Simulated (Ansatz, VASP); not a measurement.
# BaF2: VASP beside Ansatz

```
Ba F
1.0
     0.00000    3.08968    3.08968
     3.08968    0.00000    3.08968
     3.08968    3.08968    0.00000
Ba F
1 2
Cartesian
  0.0000 0.0000 0.0000
  1.5448 1.5448 1.5448
  4.6345 4.6345 4.6345
```

Change from the starting cell: volume scaled by 0.99.

Alike in both runs: task single point; functional LDA; k mesh 8 × 8 × 8; occupations fermi-dirac, width 0.01 eV; no spin polarisation.

|  | VASP | Ansatz |
| --- | --- | --- |
| version | VASP 6.6.1 | Ansatz 0.2.0 |
| potentials or method | VASP PAW LDA potentials, release 64 (Ba_sv, F), cutoff 600 eV | all-electron LAPW, scalar-relativistic |

|  | VASP | Ansatz | Ansatz less VASP |
| --- | --- | --- | --- |
| gap on the k mesh at the Fermi level (eV) | 6.43 | 6.49 | +0.058 |
| pressure (GPa) | -2.9 | -4.1 | -1.15 |

LDA's correlation is that of Perdew and Zunger in VASP and of Perdew and Wang (1992) in Ansatz. Ansatz ran all-electron here, and VASP with PAW potentials.

Neither program's run includes spin-orbit coupling.
